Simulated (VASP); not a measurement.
# WSe2 (P6_3/mmc) in VASP: relaxation of cell and atoms with PBE+D3(BJ)

Aim: the relaxation of cell and atoms of WSe2 with PBE+D3(BJ).

All numbers are computed with VASP 6.6.1; they aren't measurements. Logs are shortened: lines on timing, memory, paths and dates and some standing lists are left out, and cuts for length are marked.

### Step 1. The cell of the first run

Symmetry: P6_3/mmc, No. 194, hexagonal system. Conventional cell: a = 3.290 Å, b = 3.290 Å, c = 12.970 Å, α = 90.00°, β = 90.00°, γ = 120.00°. W (site symmetry -6m2) has 6 Se at 2.53 Å and 6 W at 3.29 Å within 3.3 Å. Within 3.4 Å of Se (site symmetry 3m) lie 3 W at 2.53 Å and 7 Se at 3.29 to 3.35 Å.

### Step 2. Relaxation of cell and atoms, PBE+D3(BJ)

INCAR reads:

```
PREC = Accurate
ENCUT = 600
EDIFF = 1E-6
ISMEAR = -1
SIGMA = 0.02
LREAL = False
LASPH = True
NELM = 60
ALGO = Normal
ISIF = 3
LWAVE = False
LCHARG = False
GGA = PE
IVDW = 12
IBRION = 2
NSW = 80
EDIFFG = -0.005
```

KPOINTS reads:

```
Automatic mesh
0
Gamma
  12 12 2
```

POSCAR reads:

```
WSe2
1.0
    3.2900000000      0.0000000000      0.0000000000
   -1.6450000000      2.8492235785      0.0000000000
    0.0000000000      0.0000000000     12.9700000000
W Se
2 4
Direct
    0.3333333333      0.6666666667      0.2500000000
    0.6666666667      0.3333333333      0.7500000000
    0.3333333333      0.6666666667      0.6210000000
    0.6666666667      0.3333333333      0.1210000000
    0.3333333333      0.6666666667      0.8790000000
    0.6666666667      0.3333333333      0.3790000000
```

Potentials or basis: VASP PAW PBE potentials, release 64 (W_sv, Se).

Run with:

```console
$ cat potpaw_PBE.64/W_sv/POTCAR potpaw_PBE.64/Se/POTCAR > POTCAR
$ mpirun -np 1 vasp_std > vasp.out
```

OUTCAR:

```text
PREC = Accurate
   ENCUT = 600
   EDIFF = 1E-6
   ISMEAR = -1
   LREAL = False
   LASPH = True
   NELM = 60
   ISIF = 3
   GGA = PE
   IVDW = 12
   IBRION = 2
   NSW = 80
   EDIFFG = -0.005
 IVDW          = 12

 ion  position               nearest neighbor table
   1  0.333  0.667  0.250-   4 2.53   6 2.53   4 2.53   6 2.53   4 2.53   6 2.53
   2  0.667  0.333  0.750-   3 2.53   5 2.53   3 2.53   5 2.53   3 2.53   5 2.53
   3  0.333  0.667  0.621-   2 2.53   2 2.53   2 2.53
   4  0.667  0.333  0.121-   1 2.53   1 2.53   1 2.53
   5  0.333  0.667  0.879-   2 2.53   2 2.53   2 2.53
   6  0.667  0.333  0.379-   1 2.53   1 2.53   1 2.53

  LATTYP: Found a hexagonal cell.
 ALAT       =     3.2900000000
 C/A-ratio  =     3.9422492401

  Lattice vectors:

 A1 = (   3.2900000000,   0.0000000000,   0.0000000000)
 A2 = (  -1.6450000000,   2.8492235785,   0.0000000000)
 A3 = (   0.0000000000,   0.0000000000,  12.9700000000)

Analysis of symmetry for initial positions (statically):
=====================================================================
 Subroutine PRICEL returns:
 Original cell was already a primitive cell.

 Routine SETGRP: Setting up the symmetry group for a
 hexagonal supercell.

 Subroutine GETGRP returns: Found 24 space group operations
 (whereof 12 operations were pure point group operations)
 out of a pool of 24 trial point group operations.

The static configuration has the point symmetry D_3d.
 The point group associated with its full space group is D_6h.

Analysis of symmetry for dynamics (positions and initial velocities):
=====================================================================
 Subroutine PRICEL returns:
 Original cell was already a primitive cell.

 Routine SETGRP: Setting up the symmetry group for a
 hexagonal supercell.

 Subroutine GETGRP returns: Found 24 space group operations
 (whereof 12 operations were pure point group operations)
 out of a pool of 24 trial point group operations.

The dynamic configuration has the point symmetry D_3d.
 The point group associated with its full space group is D_6h.

 Subroutine INISYM returns: Found 24 space group operations
 (whereof 12 operations are pure point group operations),
 and found     1 'primitive' translations

----------------------------------------------------------------------------------------

                                     Primitive cell

  volume of cell :     121.5801

  direct lattice vectors                    reciprocal lattice vectors
     3.290000000  0.000000000  0.000000000     0.303951368  0.175486404  0.000000000
    -1.645000000  2.849223579  0.000000000     0.000000000  0.350972808  0.000000000
     0.000000000  0.000000000 12.970000000     0.000000000  0.000000000  0.077101002

  length of vectors
     3.290000000  3.290000000 12.970000000     0.350972808  0.350972808  0.077101002

  position of ions in fractional coordinates (direct lattice)
     0.333333333  0.666666667  0.250000000
     0.666666667  0.333333333  0.750000000
     0.333333333  0.666666667  0.621000000
     0.666666667  0.333333333  0.121000000
     0.333333333  0.666666667  0.879000000
     0.666666667  0.333333333  0.379000000

  ion indices of the primitive-cell ions
   primitive index   ion index
                 1           1
                 2           2
                 3           3
                 4           4
                 5           5
                 6           6

----------------------------------------------------------------------------------------

 KPOINTS: Automatic mesh

Automatic generation of k-mesh.
 Grid dimensions read from file:
 generate k-points for:   12   12    2

 Generating k-lattice:

  Cartesian coordinates                     Fractional coordinates (reciprocal lattice)
     0.025329281  0.014623867  0.000000000     0.083333333  0.000000000  0.000000000
     0.000000000  0.029247734  0.000000000     0.000000000  0.083333333  0.000000000
     0.000000000  0.000000000  0.038550501     0.000000000  0.000000000  0.500000000

  Length of vectors
     0.029247734  0.029247734  0.038550501

  Shift w.r.t. Gamma in fractional coordinates (k-lattice)
     0.000000000  0.000000000  0.000000000

 Subroutine IBZKPT returns following result:
 ===========================================

 Found     38 irreducible k-points:

 Following reciprocal coordinates:
            Coordinates               Weight
  0.000000  0.000000  0.000000      1.000000
  0.083333  0.000000  0.000000      6.000000
  0.166667  0.000000  0.000000      6.000000
  0.250000  0.000000  0.000000      6.000000
  0.333333  0.000000  0.000000      6.000000
  0.416667  0.000000  0.000000      6.000000
[... 16 lines left out ...]
  0.250000  0.000000  0.500000      6.000000
  0.333333  0.000000  0.500000      6.000000
 [... further k-points ...]
   k-points           NKPTS =     38   k-points in BZ     NKDIM =     38   number of bands    NBANDS=     31
   number of dos      NEDOS =    301   number of ions     NIONS =      6
   total plane-waves  NPLWV =  84672
   dimension x,y,z NGX =    28 NGY =   28 NGZ =  108
   dimension x,y,z NGXF=    56 NGYF=   56 NGZF=  216
   ions per type =               2   4
   NGX,Y,Z   is equivalent  to a cutoff of  14.15, 14.15, 13.84 a.u.
   NGXF,Y,Z  is equivalent  to a cutoff of  28.30, 28.30, 27.69 a.u.
 SYSTEM =  unknown system
   PREC   = accura    normal or accurate (medium, high low for compatibility)
   ISTART =      0    job   : 0-new  1-cont  2-samecut
   ICHARG =      2    charge: 1-file 2-atom 10-const
   ISPIN  =      1    spin polarized calculation?
   LNONCOLLINEAR =      F non collinear calculations
   LSORBIT =      F    spin-orbit coupling
   LASPH  =      T    aspherical Exc in radial PAW
   ENCUT  =  600.0 eV  44.10 Ry    6.64 a.u.   6.57  6.57 25.90*2*pi/ulx,y,z
   NELM   =     60;   NELMIN=  2; NELMDL= -5     # of ELM steps
   EDIFF  = 0.1E-05   stopping-criterion for ELM
   LREAL  =      F    real-space projection
   EDIFFG = -.5E-02   stopping-criterion for IOM
   NSW    =     80    number of steps for IOM
   IBRION =      2    ionic relax: 0-MD 1-quasi-New 2-CG
   NFREE  =      1    steps in history (QN), initial steepest desc. (CG)
   ISIF   =      3    stress and relaxation
   ISYM   =      2    0-nonsym 1-usesym 2-fastsym
   POTIM  = 0.5000    time-step for ionic-motion
   TEBEG  =    0.0;   TEEND  =   0.0 temperature during run
   PSTRESS=    0.0 pullay stress
   NELECT =      52.0000    total number of electrons
   NUPDOWN=      -1.0000    fix difference up-down
   EMIN   =  10.00;   EMAX   =-10.00  energy-range for DOS
   EFERMI =   0.00;   METHOD = LEGACY
   ISMEAR =    -1;   SIGMA  =   0.02  broadening in eV -4-tet -1-fermi 0-gaus
   EFERMI_NEDOS =   21; number of points for ismear=-14 and -15
   IALGO  =     38    algorithm
   IMIX   =      4    mixing-type and parameters
     AMIX     =   0.40;   BMIX     =  1.00
     AMIX_MAG =   1.60;   BMIX_MAG =  1.00
  volume/ion in A,a.u.               =      20.26       136.74
  Fermi-wavevector in a.u.,A,eV,Ry     =   1.233451  2.330884 20.699914  1.521401
  Thomas-Fermi vector in A             =   2.368180
   LORBIT       =      0    0 simple, 1 ext, 2 COOP (PROOUT), +10 PAW based schemes
   GGA     = PE    functional components
   LHFCALC =     F    Hartree Fock is set to
   AEXX    =    0.0000 exact exchange contribution
   IVDW    =    12    specifies the selected vdW correction
   LEPSILON=     F    determine dielectric tensor
   LRPA    =     F    only Hartree local field effects (RPA)
 conjugate gradient relaxation of ions
 non-spin polarized calculation
  energy-cutoff  :      600.00
  volume of cell :      121.58
 maximum number of plane-waves:      4120
 NGX is ok and might be reduce to    28
   NGX = 13   NGY = 13   NGZ = 51

--------------------------------------- Ionic step        1  -------------------------------------------

 number of electron      51.9999998 magnetization

 Free energy of the ion-electron system (eV)
  ---------------------------------------------------
  ext. energy  EPLUGINS =         0.00000000
  ---------------------------------------------------
  free energy    TOTEN  =       -43.12938474 eV

  energy without entropy =      -43.12938474  energy(sigma->0) =      -43.12938474

------------------------ aborting loop because EDIFF is reached ----------------------------------------

 Edisp (eV)   -2.79099

 E8    (eV) :    -1.2448

  FORCE on cell =-STRESS in cart. coord.  units (eV):
  Direction    XX          YY          ZZ          XY          YZ          ZX
  --------------------------------------------------------------------------------------
  -------------------------------------------------------------------------------------
  Total      -0.06860    -0.06860     0.70114     0.00000     0.00000     0.00000
  in kB      -0.90400    -0.90400     9.23965     0.00000     0.00000     0.00000
  external pressure =        2.48 kB  Pullay stress =        0.00 kB
[... 109 lines left out ...]
  FREE ENERGIE OF THE ION-ELECTRON SYSTEM (eV)
  ---------------------------------------------------
  free  energy   TOTEN  =       -45.9237747219 eV

  energy  without entropy=      -45.9237747219  energy(sigma->0) =      -45.92377472

[... ionic steps 4 to 9 ...]

--------------------------------------- Ionic step       10  -------------------------------------------

 number of electron      52.0000002 magnetization

------------------------ aborting loop because EDIFF is reached ----------------------------------------

 Edisp (eV)   -2.84668

 E8    (eV) :    -1.2697
[... 77 lines left out ...]
  energy  without entropy=      -45.9318756277  energy(sigma->0) =      -45.93187563

--------------------------------------- Ionic step       12  -------------------------------------------

 number of electron      52.0000002 magnetization

 Free energy of the ion-electron system (eV)
  ---------------------------------------------------
  ext. energy  EPLUGINS =         0.00000000
  ---------------------------------------------------
  free energy    TOTEN  =       -43.08456016 eV

  energy without entropy =      -43.08456016  energy(sigma->0) =      -43.08456016

 E-fermi :   6.8866     XC(G=0): -10.8891

 val. band max:        6.4985372715   @ k =   0.0000   0.0000   0.0000
 cond. band min:       7.3899637427   @ k =   0.1667   0.1667   0.0000
 fundamental gap:      0.8914264712
 Fermi energy:         6.8865647327

 k-point     1 :       0.0000    0.0000    0.0000
  band No.  band energies     occupation
      1     -67.8443      2.00000
      2     -67.8443      2.00000
      3     -32.0926      2.00000
      4     -32.0926      2.00000
      5     -31.9567      2.00000
      6     -31.9567      2.00000
[... 805 lines left out ...]
     30       8.4874      0.00000
     31       9.6967      0.00000

 [... further k-points ...]

------------------------ aborting loop because EDIFF is reached ----------------------------------------

 Edisp (eV)   -2.84739

 E8    (eV) :    -1.2700

  FORCE on cell =-STRESS in cart. coord.  units (eV):
  Direction    XX          YY          ZZ          XY          YZ          ZX
  --------------------------------------------------------------------------------------
  -------------------------------------------------------------------------------------
  Total       0.00731     0.00731    -0.00744     0.00000    -0.00000     0.00000
  in kB       0.09813     0.09813    -0.09998     0.00000    -0.00000     0.00000
  external pressure =        0.03 kB  Pullay stress =        0.00 kB
[... 21 lines left out ...]
  FREE ENERGIE OF THE ION-ELECTRON SYSTEM (eV)
  ---------------------------------------------------
  free  energy   TOTEN  =       -45.9319479308 eV

  energy  without entropy=      -45.9319479308  energy(sigma->0) =      -45.93194793

 reached required accuracy - stopping structural energy minimisation
```

It took 19 min on 1 thread of Intel Xeon Platinum 8488C (Sapphire Rapids), shared host; peak memory 0.4 GiB.

Results:

```yaml
Free_energy: -45.9319 eV
Relaxed_volume: 19.88 Å³/atom
Relaxed_cell: a = 3.281 Å, b = 3.281 Å, c = 12.798 Å, α = 90.00°, β = 90.00°, γ = 120.00°
Space_group_after_relaxing_to_0.1_Å: P6_3/mmc (No. 194)
Energy_gained_by_relaxing: 1.9 meV/atom
Ionic_steps: 12
Pressure_after_relaxing: 0.0 GPa
Band_gap_on_the_k_mesh: 0.89 eV (least direct gap 1.56 eV)
Dispersion_energy_per_atom: -0.475 eV
```

Step by step:
| step | energy change (eV) | largest force (eV/Å) | pressure (GPa) | volume (Å³) |
| --- | --- | --- | --- | --- |
| 1 | 0.0000 | 0.2216 | 0.25 | 121.58 |
| 2 | -0.0002 | 0.1159 | -1.39 | 122.13 |
| 3 | -0.0034 | 0.0489 | -0.59 | 121.86 |
| 4 | -0.0060 | 0.0529 | 0.01 | 120.87 |
| 5 | -0.0061 | 0.0534 | 0.06 | 120.77 |
| 6 | -0.0079 | 0.0421 | 0.04 | 120.49 |
| 7 | -0.0113 | 0.0081 | -0.02 | 119.65 |
| 8 | -0.0116 | 0.0088 | -0.05 | 119.26 |
| 9 | -0.0116 | 0.0065 | -0.04 | 119.30 |
| 10 | -0.0116 | 0.0053 | -0.04 | 119.33 |
| 11 | -0.0115 | 0.0256 | 0.15 | 119.20 |
| 12 | -0.0116 | 0.0011 | 0.00 | 119.30 |

Final structure:
```
CELL_PARAMETERS angstrom
3.28089 0.00000 0.00000
-1.64044 2.84133 0.00000
0.00000 0.00000 12.79780
ATOMIC_POSITIONS crystal
W 0.33333 0.66667 0.25000
W 0.66667 0.33333 0.75000
Se 0.33333 0.66667 0.61824
Se 0.66667 0.33333 0.11824
Se 0.33333 0.66667 0.88176
Se 0.66667 0.33333 0.38176
```

Caveat: spin-orbit coupling is left out, which moves the levels of the heavy elements.
